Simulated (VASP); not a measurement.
# ZnCu2SnSe4 (I-42m) in VASP: single point with PBE

Aim: the single point of ZnCu2SnSe4 with PBE.

Program: VASP 6.6.1. These are calculated values, not measurements. Logs are shortened: lines on timing, memory, paths and dates and some standing lists are left out, and cuts for length are marked.

## Step 1: The cell of the first run

Symmetry: I-42m, No. 121, tetragonal system. The conventional cell has a = 5.765 Å, b = 5.765 Å, c = 11.529 Å, α = 90.00°, β = 90.00°, γ = 90.00°. Zn (site symmetry -42m) has 4 Se at 2.50 Å within 3.3 Å. Cu (site symmetry -4) has 4 Se at 2.43 Å within 3.2 Å. Within 3.5 Å of Sn (site symmetry -42m) lie 4 Se at 2.63 Å. Within 3.2 Å of Se (site symmetry m) lie 2 Cu at 2.43 Å and 1 Zn at 2.50 Å and 1 Sn at 2.63 Å.

## Step 2: Single point, PBE

File INCAR:

```
SYSTEM = ZnCu2SnSe4
PREC = Accurate ; ENCUT = 520
EDIFF = 1E-7 ; ISMEAR = -1
SIGMA = 0.1 ; LREAL = .False.
LASPH = .True. ; NELM = 80
ALGO = Normal ; ISIF = 2
LWAVE = .False. ; LCHARG = .True.
GGA = PE ; LELF = .True.
LVHAR = .True. ; NBANDS = 46
```

File KPOINTS:

```
Automatic mesh
0
Gamma
  7 7 7
  0 0 0
```

File POSCAR:

```
ZnCu2SnSe4
1.0
   -2.8824454577      2.8824454577      5.7643332831
    2.8824454577     -2.8824454577      5.7643332831
    2.8824454577      2.8824454577     -5.7643332831
Zn Cu Sn Se
1 2 1 4
Direct
    0.0000000000      0.0000000000      0.0000000000
    0.7500000000      0.2500000000      0.5000000000
    0.2500000000      0.7500000000      0.5000000000
    0.5000000000      0.5000000000      0.0000000000
    0.6244281140      0.6244281140      0.5195694303
    0.3755718860      0.8951413162      0.0000000000
    0.1048586838      0.1048586838      0.4804305697
    0.8951413162      0.3755718860      0.0000000000
```

Potentials or basis: VASP PAW PBE potentials, release 64 (Zn, Cu, Sn_d, Se).

The run is started by

```
$ cat potpaw_PBE.64/Zn/POTCAR potpaw_PBE.64/Cu/POTCAR potpaw_PBE.64/Sn_d/POTCAR potpaw_PBE.64/Se/POTCAR > POTCAR
$ mpirun -np 1 vasp_std > vasp.out
```

OUTCAR:

```text
SYSTEM = ZnCu2SnSe4
   PREC = Accurate
   ENCUT = 520
   EDIFF = 1E-7
   ISMEAR = -1
   LREAL = .False.
   LASPH = .True.
   NELM = 80
   ISIF = 2
   GGA = PE

 ion  position               nearest neighbor table
   1  0.000  0.000  0.000-   7 2.50   6 2.50   8 2.50   5 2.50
   2  0.750  0.250  0.500-   5 2.43   6 2.43   8 2.43   7 2.43
   3  0.250  0.750  0.500-   5 2.43   8 2.43   6 2.43   7 2.43
   4  0.500  0.500  0.000-   7 2.63   8 2.63   6 2.63   5 2.63
   5  0.624  0.624  0.520-   2 2.43   3 2.43   1 2.50   4 2.63
   6  0.376  0.895  0.000-   2 2.43   3 2.43   1 2.50   4 2.63
   7  0.105  0.105  0.480-   2 2.43   3 2.43   1 2.50   4 2.63
   8  0.895  0.376  0.000-   3 2.43   2 2.43   1 2.50   4 2.63

  LATTYP: Found a body centered tetragonal cell.
 ALAT       =     5.7648909154
 C/A-ratio  =     1.9998065419

  Lattice vectors:

 A1 = (  -2.8824454577,   2.8824454577,   5.7643332831)
 A2 = (   2.8824454577,  -2.8824454577,   5.7643332831)
 A3 = (   2.8824454577,   2.8824454577,  -5.7643332831)

Analysis of symmetry for initial positions (statically):
=====================================================================
 Subroutine PRICEL returns:
 Original cell was already a primitive cell.

 Routine SETGRP: Setting up the symmetry group for a
 body centered tetragonal supercell.

 Subroutine GETGRP returns: Found  8 space group operations
 (whereof  8 operations were pure point group operations)
 out of a pool of 16 trial point group operations.

The static configuration has the point symmetry D_2d.

Analysis of symmetry for dynamics (positions and initial velocities):
=====================================================================
 Subroutine PRICEL returns:
 Original cell was already a primitive cell.

 Routine SETGRP: Setting up the symmetry group for a
 body centered tetragonal supercell.

 Subroutine GETGRP returns: Found  8 space group operations
 (whereof  8 operations were pure point group operations)
 out of a pool of 16 trial point group operations.

The dynamic configuration has the point symmetry D_2d.

 Subroutine INISYM returns: Found  8 space group operations
 (whereof  8 operations are pure point group operations),
 and found     1 'primitive' translations

----------------------------------------------------------------------------------------

                                     Primitive cell

  volume of cell :     191.5717

  direct lattice vectors                    reciprocal lattice vectors
    -2.882445458  2.882445458  5.764333283     0.000000000  0.173463820  0.086740300
     2.882445458 -2.882445458  5.764333283     0.173463820  0.000000000  0.086740300
     2.882445458  2.882445458 -5.764333283     0.173463820  0.173463820  0.000000000

  length of vectors
     7.060065285  7.060065285  7.060065285     0.193942199  0.193942199  0.245314887

  position of ions in fractional coordinates (direct lattice)
     0.000000000  0.000000000  0.000000000
     0.750000000  0.250000000  0.500000000
     0.250000000  0.750000000  0.500000000
     0.500000000  0.500000000  0.000000000
     0.624428114  0.624428114  0.519569430
     0.375571886  0.895141316  0.000000000
     0.104858684  0.104858684  0.480430570
     0.895141316  0.375571886  0.000000000

  ion indices of the primitive-cell ions
   primitive index   ion index
                 1           1
                 2           2
                 3           3
                 4           4
                 5           5
                 6           6
                 7           7
                 8           8

----------------------------------------------------------------------------------------

 KPOINTS: Automatic mesh

Automatic generation of k-mesh.
 Grid dimensions read from file:
 generate k-points for:    7    7    7

 Generating k-lattice:

  Cartesian coordinates                     Fractional coordinates (reciprocal lattice)
     0.000000000  0.024780546  0.012391471     0.142857143  0.000000000 -0.000000000
     0.024780546  0.000000000  0.012391471     0.000000000  0.142857143 -0.000000000
     0.024780546  0.024780546  0.000000000     0.000000000  0.000000000  0.142857143

  Length of vectors
     0.027706028  0.027706028  0.035044984

  Shift w.r.t. Gamma in fractional coordinates (k-lattice)
     0.000000000  0.000000000  0.000000000

 Subroutine IBZKPT returns following result:
 ===========================================

 Found     40 irreducible k-points:

 Following reciprocal coordinates:
            Coordinates               Weight
  0.000000  0.000000  0.000000      1.000000
  0.142857  0.000000 -0.000000      8.000000
  0.285714  0.000000 -0.000000      8.000000
  0.428571  0.000000 -0.000000      8.000000
  0.142857  0.142857 -0.000000      8.000000
  0.285714  0.142857 -0.000000     16.000000
[... 16 lines left out ...]
 -0.142857  0.285714  0.142857      8.000000
 -0.428571  0.428571  0.142857      8.000000
 [... further k-points ...]
   k-points           NKPTS =     40   k-points in BZ     NKDIM =     40   number of bands    NBANDS=     46
   number of dos      NEDOS =    301   number of ions     NIONS =      8
   total plane-waves  NPLWV = 157464
   dimension x,y,z NGX =    54 NGY =   54 NGZ =   54
   dimension x,y,z NGXF=   108 NGYF=  108 NGZF=  108
   ions per type =               1   2   1   4
   NGX,Y,Z   is equivalent  to a cutoff of  12.72, 12.72, 12.72 a.u.
   NGXF,Y,Z  is equivalent  to a cutoff of  25.43, 25.43, 25.43 a.u.
 SYSTEM =  ZnCu2SnSe4
   PREC   = accura    normal or accurate (medium, high low for compatibility)
   ISTART =      0    job   : 0-new  1-cont  2-samecut
   ICHARG =      2    charge: 1-file 2-atom 10-const
   ISPIN  =      1    spin polarized calculation?
   LNONCOLLINEAR =      F non collinear calculations
   LSORBIT =      F    spin-orbit coupling
   LASPH  =      T    aspherical Exc in radial PAW
   ENCUT  =  520.0 eV  38.22 Ry    6.18 a.u.  13.13 13.13 13.13*2*pi/ulx,y,z
   NELM   =     80;   NELMIN=  2; NELMDL= -5     # of ELM steps
   EDIFF  = 0.1E-06   stopping-criterion for ELM
   LREAL  =      F    real-space projection
   EDIFFG = 0.1E-05   stopping-criterion for IOM
   NSW    =      0    number of steps for IOM
   IBRION =     -1    ionic relax: 0-MD 1-quasi-New 2-CG
   NFREE  =      0    steps in history (QN), initial steepest desc. (CG)
   ISIF   =      2    stress and relaxation
   ISYM   =      2    0-nonsym 1-usesym 2-fastsym
   POTIM  = 0.5000    time-step for ionic-motion
   TEBEG  =    0.0;   TEEND  =   0.0 temperature during run
   PSTRESS=    0.0 pullay stress
   NELECT =      72.0000    total number of electrons
   NUPDOWN=      -1.0000    fix difference up-down
   EMIN   =  10.00;   EMAX   =-10.00  energy-range for DOS
   EFERMI =   0.00;   METHOD = LEGACY
   ISMEAR =    -1;   SIGMA  =   0.10  broadening in eV -4-tet -1-fermi 0-gaus
   EFERMI_NEDOS =   21; number of points for ismear=-14 and -15
   IALGO  =     38    algorithm
   IMIX   =      4    mixing-type and parameters
     AMIX     =   0.40;   BMIX     =  1.00
     AMIX_MAG =   1.60;   BMIX_MAG =  1.00
  volume/ion in A,a.u.               =      23.95       161.60
  Fermi-wavevector in a.u.,A,eV,Ry     =   1.181432  2.232582 18.990747  1.395781
  Thomas-Fermi vector in A             =   2.317705
   LORBIT       =      0    0 simple, 1 ext, 2 COOP (PROOUT), +10 PAW based schemes
   GGA     = PE    functional components
   LHFCALC =     F    Hartree Fock is set to
   AEXX    =    0.0000 exact exchange contribution
   IVDW    =     0    specifies the selected vdW correction
   LEPSILON=     F    determine dielectric tensor
   LRPA    =     F    only Hartree local field effects (RPA)
 non-spin polarized calculation
  energy-cutoff  :      520.00
  volume of cell :      191.57
 maximum number of plane-waves:      5189
 NGX is ok and might be reduce to    54
   NGX = 27   NGY = 27   NGZ = 27

 number of electron      71.9999969 magnetization

 Free energy of the ion-electron system (eV)
  ---------------------------------------------------
  ext. energy  EPLUGINS =         0.00000000
  ---------------------------------------------------
  free energy    TOTEN  =       -29.57246901 eV

  energy without entropy =      -29.54443818  energy(sigma->0) =      -29.55845360

 E-fermi :   3.7127     XC(G=0):  -9.2933

 val. band max:        3.6370635784   @ k =   0.0000   0.0000   0.0000
 cond. band min:       3.7768785186   @ k =   0.4286   0.4286   0.0000
 fundamental gap:      0.1398149402
 Fermi energy:         3.7126566089

 k-point     1 :       0.0000    0.0000    0.0000
  band No.  band energies     occupation
      1     -18.5689      2.00000
      2     -18.5689      2.00000
      3     -18.5586      2.00000
      4     -18.5249      2.00000
      5     -18.5133      2.00000
      6     -10.5087      2.00000
[... 38 lines left out ...]
     45       8.5577      0.00000
     46       9.7969      0.00000

 k-point     2 :       0.1429    0.0000   -0.0000
  band No.  band energies     occupation
      1     -18.5689      2.00000
      2     -18.5689      2.00000
      3     -18.5587      2.00000
      4     -18.5249      2.00000
      5     -18.5133      2.00000
      6     -10.4528      2.00000
[... 38 lines left out ...]
     45       8.5672      0.00000
     46       9.3967      0.00000

 k-point     3 :       0.2857    0.0000   -0.0000
  band No.  band energies     occupation
      1     -18.5690      2.00000
      2     -18.5689      2.00000
      3     -18.5588      2.00000
      4     -18.5249      2.00000
      5     -18.5132      2.00000
      6     -10.2952      2.00000
[... 38 lines left out ...]
     45       9.0426      0.00000
     46       9.3864      0.00000

 k-point     4 :       0.4286    0.0000   -0.0000
  band No.  band energies     occupation
      1     -18.5691      2.00000
      2     -18.5689      2.00000
      3     -18.5589      2.00000
      4     -18.5249      2.00000
      5     -18.5131      2.00000
      6     -10.0751      2.00000
[... 920 lines left out ...]
     45       9.2277      0.00000
     46       9.5634      0.00000

 k-point    23 :      -0.1429    0.2857    0.1429
  band No.  band energies     occupation
      1     -18.5691      2.00000
      2     -18.5689      2.00000
      3     -18.5589      2.00000
      4     -18.5249      2.00000
      5     -18.5131      2.00000
      6     -10.1342      2.00000
[... 38 lines left out ...]
     45       9.1797      0.00000
     46       9.3737      0.00000

 k-point    24 :      -0.4286    0.4286    0.1429
  band No.  band energies     occupation
      1     -18.5691      2.00000
      2     -18.5690      2.00000
      3     -18.5590      2.00000
      4     -18.5248      2.00000
      5     -18.5130      2.00000
      6      -9.8947      2.00000
[... 38 lines left out ...]
     45       8.9081      0.00000
     46       9.1699      0.00000

 [... further k-points ...]

------------------------ aborting loop because EDIFF is reached ----------------------------------------

  FORCE on cell =-STRESS in cart. coord.  units (eV):
  Direction    XX          YY          ZZ          XY          YZ          ZX
  --------------------------------------------------------------------------------------
  -------------------------------------------------------------------------------------
  Total        0.1819785      0.1819785      0.1596612      0.0000000      0.0000000      0.0000000
  in kB        1.5219469      1.5219469      1.3352992      0.0000000      0.0000000      0.0000000
  external PRESSURE =       1.4597310 kB  Pullay stress =       0.0000000 kB

 VOLUME and BASIS-vectors are now :
 -----------------------------------------------------------------------------
  energy-cutoff  :      520.00
  volume of cell :      191.57
      direct lattice vectors                 reciprocal lattice vectors
    -2.882445458  2.882445458  5.764333283     0.000000000  0.173463820  0.086740300
     2.882445458 -2.882445458  5.764333283     0.173463820  0.000000000  0.086740300
     2.882445458  2.882445458 -5.764333283     0.173463820  0.173463820  0.000000000

 POSITION                                       TOTAL-FORCE (eV/Angst)
 -----------------------------------------------------------------------------------
      0.00000      0.00000      0.00000         0.000000     -0.000000      0.000000
     -0.00000      2.88245      2.88217         0.000000     -0.000000      0.000000
      2.88245     -0.00000      2.88217         0.000000     -0.000000      0.000000
      0.00000      0.00000      5.76433         0.000000     -0.000000      0.000000
      1.49763      1.49763      4.20385        -0.007842     -0.007842      0.010203
      1.49763     -1.49763      7.32481        -0.007842      0.007842     -0.010203
      1.38481      1.38481     -1.56048         0.007842      0.007842      0.010203
     -1.49763      1.49763      7.32481         0.007842     -0.007842     -0.010203
 -----------------------------------------------------------------------------------
    total drift:                                0.000015      0.000015      0.000015

  FREE ENERGIE OF THE ION-ELECTRON SYSTEM (eV)
  ---------------------------------------------------
  free  energy   TOTEN  =       -29.5724690102 eV

  energy  without entropy=      -29.5444381840  energy(sigma->0) =      -29.55845360
```

It took 15 min on 1 thread of Intel Xeon Platinum 8375C at 2.90GHz (Ice Lake), shared host; peak memory 0.63 GiB.

Results:

| Quantity | Value |
| --- | --- |
| Free energy | -29.5725 eV |
| Pressure | 0.1 GPa |
| Largest force | 0.015 eV/Å |
| Band gap on the k mesh | zero (filled and empty bands touch) |

Forces on the atoms (eV/Å):
```
Zn   0.000  0.000  0.000
Cu   0.000  0.000  0.000
Cu   0.000  0.000  0.000
Sn   0.000  0.000  0.000
Se  -0.008 -0.008  0.010
Se  -0.008  0.008 -0.010
Se   0.008  0.008  0.010
Se   0.008 -0.008 -0.010
```

Levels at points of the mesh, in eV from the Fermi level:
```tsv
k point	band 34	band 35	band 36	band 37	band 38	band 39
(0.00, 0.00, 0.00)	-0.52	-0.14	-0.08	-0.08	1.62	2.48
```

Caveat: spin-orbit coupling is left out, which moves the levels of the heavy elements.
